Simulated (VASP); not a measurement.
# W (Im-3m) in VASP: further runs, part 2 of 2

VASP 6.6.1. The steps go on from the part before.

### Step 4. Density of states, PBE

This run uses another cell than the first one, of 16.30 Å³/atom, 0.943 times its volume.

Input file POSCAR:

```
W
1.0
   -1.5973000000      1.5973000000      1.5973000000
    1.5973000000     -1.5973000000      1.5973000000
    1.5973000000      1.5973000000     -1.5973000000
W
1
Direct
    0.0000000000      0.0000000000      0.0000000000
```

Input file INCAR.step1:

```
  ALGO = Normal
  EDIFF = 1E-6
  ENCUT = 520
  GGA = PE
  ISIF = 2
  ISMEAR = -1
  LASPH = True
  LCHARG = True
  LMAXMIX = 4
  LREAL = False
  LWAVE = False
  NBANDS = 13
  NELM = 100
  PREC = Accurate
  SIGMA = 0.08
```

Input file KPOINTS.step1:

```
k-points
0
Gamma
  14 14 14
```

Input file INCAR.step2:

```
  ALGO = Normal
  EDIFF = 1E-6
  ENCUT = 520
  GGA = PE
  ICHARG = 11
  ISIF = 2
  ISMEAR = -5
  LASPH = True
  LCHARG = False
  LMAXMIX = 4
  LORBIT = 10
  LREAL = False
  LWAVE = False
  NBANDS = 13
  NEDOS = 1001
  NELM = 100
  PREC = Accurate
  SIGMA = 0.08
```

Input file KPOINTS.step2:

```
k-points
0
Gamma
  21 21 21
```

Potentials or basis: VASP PAW PBE potentials, release 64 (W_sv).

Command:

```
$ cat potpaw_PBE.64/W_sv/POTCAR > POTCAR
$ cp INCAR.step1 INCAR
$ cp KPOINTS.step1 KPOINTS
$ mpirun -np 1 vasp_std > vasp.out
$ cp INCAR.step2 INCAR
$ cp KPOINTS.step2 KPOINTS
$ mpirun -np 1 vasp_std > vasp.out
```

OUTCAR:

```text
EDIFF = 1E-6
   ENCUT = 520
   GGA = PE
   ICHARG = 11
   ISIF = 2
   ISMEAR = -5
   LASPH = True
   LORBIT = 10
   LREAL = False
   NELM = 100
   PREC = Accurate

 ion  position               nearest neighbor table
   1  0.000  0.000  0.000-

  LATTYP: Found a body centered cubic cell.
 ALAT       =     3.1946000000

  Lattice vectors:

 A1 = (  -1.5973000000,   1.5973000000,   1.5973000000)
 A2 = (   1.5973000000,  -1.5973000000,   1.5973000000)
 A3 = (   1.5973000000,   1.5973000000,  -1.5973000000)

Analysis of symmetry for initial positions (statically):
=====================================================================
 Subroutine PRICEL returns:
 Original cell was already a primitive cell.

 Routine SETGRP: Setting up the symmetry group for a
 body centered cubic supercell.

 Subroutine GETGRP returns: Found 48 space group operations
 (whereof 48 operations were pure point group operations)
 out of a pool of 48 trial point group operations.

The static configuration has the point symmetry O_h .

Analysis of symmetry for dynamics (positions and initial velocities):
=====================================================================
[... 169 lines left out ...]
      3     -26.7880      2.00000
      4     -26.7880      2.00000
      5       1.5616      2.00000
      6       9.8550      2.00000
      7       9.8550      2.00000
      8       9.8550      2.00000
      9      13.2343      0.00000
     10      13.2343      0.00000
     11      25.4966      0.00000
     12      25.4966      0.00000
     13      25.4966      0.00000
[... 354 lines left out ...]
  band No.  band energies     occupation
      1     -63.1276      2.00000
      2     -27.3883      2.00000
      3     -26.9694      2.00000
      4     -26.8267      2.00000
      5       4.0329      2.00000
      6       8.6794      2.00000
      7       8.9886      2.00000
      8      12.3001      0.00000
      9      12.7291      0.00000
     10      13.6438      0.00000
     11      26.1152      0.00000
     12      27.3337      0.00000
     13      29.0838      0.00000

 [... further k-points ...]
[... 5 lines left out ...]
  --------------------------------------------------------------------------------------
  -------------------------------------------------------------------------------------
  Total       -0.2398217     -0.2398217     -0.2398217      0.0000000     -0.0000000      0.0000000
  in kB      -23.5710899    -23.5710899    -23.5710899      0.0000000     -0.0000000      0.0000000
  external PRESSURE =     -23.5710899 kB  Pullay stress =       0.0000000 kB

 VOLUME and BASIS-vectors are now :
 -----------------------------------------------------------------------------
  energy-cutoff  :      520.00
  volume of cell :       16.30
      direct lattice vectors                 reciprocal lattice vectors
    -1.597300000  1.597300000  1.597300000     0.000000000  0.313028235  0.313028235
     1.597300000 -1.597300000  1.597300000     0.313028235  0.000000000  0.313028235
     1.597300000  1.597300000 -1.597300000     0.313028235  0.313028235  0.000000000

 POSITION                                       TOTAL-FORCE (eV/Angst)
 -----------------------------------------------------------------------------------
      0.00000      0.00000      0.00000         0.000000      0.000000      0.000000
 -----------------------------------------------------------------------------------
    total drift:                               -0.000000     -0.000000      0.000000

  FREE ENERGIE OF THE ION-ELECTRON SYSTEM (eV)
  ---------------------------------------------------
  free  energy   TOTEN  =       -12.9533887355 eV

  energy  without entropy=      -12.9533887355  energy(sigma->0) =      -12.95338874

 total charge

# of ion       s       p       d       tot
------------------------------------------
    1        2.394   6.330   3.307  12.031
```

OSZICAR.step1:

```text
N       E                     dE             d eps       ncg     rms          rms(c)
DAV:   1     0.863605764403E+02    0.86361E+02   -0.74893E+03  2712   0.123E+03
DAV:   2    -0.118426514793E+02   -0.98203E+02   -0.94082E+02  3054   0.318E+02
DAV:   3    -0.135896986411E+02   -0.17470E+01   -0.17368E+01  2939   0.407E+01
DAV:   4    -0.135972271202E+02   -0.75285E-02   -0.75282E-02  2989   0.294E+00
DAV:   5    -0.135972898042E+02   -0.62684E-04   -0.62683E-04  3009   0.257E-01    0.199E+01
DAV:   6    -0.130898440470E+02    0.50745E+00   -0.43566E-01  2794   0.877E+00    0.776E+00
DAV:   7    -0.129576156236E+02    0.13223E+00   -0.22369E-01  2959   0.597E+00    0.715E-01
DAV:   8    -0.129533437077E+02    0.42719E-02   -0.41835E-03  2774   0.831E-01    0.836E-02
DAV:   9    -0.129533269781E+02    0.16730E-04   -0.96689E-05  3059   0.120E-01    0.480E-02
DAV:  10    -0.129533217434E+02    0.52347E-05   -0.12475E-05  2864   0.485E-02    0.895E-03
DAV:  11    -0.129533225127E+02   -0.76933E-06   -0.24096E-07  1887   0.580E-03
   1 F= -.12953323E+02 E0= -.12947057E+02  d E =-.125300E-01
```

It took 21 s on 1 thread of Intel Xeon 6975P-C (Granite Rapids), shared host; peak memory 0.18 GiB.

Results:

- Valence electrons inside the program's atomic spheres: W 12.03

Levels at points of the mesh, in eV from the Fermi level:
| k point | band 5 | band 6 | band 7 | band 8 | band 9 | band 10 |
| --- | --- | --- | --- | --- | --- | --- |
| (0.00, 0.00, 0.00) | -9.51 | -1.22 | -1.22 | -1.22 | 2.16 | 2.16 |

Caveat: spin-orbit coupling is left out, which moves the levels of the heavy elements; tetrahedron occupations give inexact forces and stress in metals.
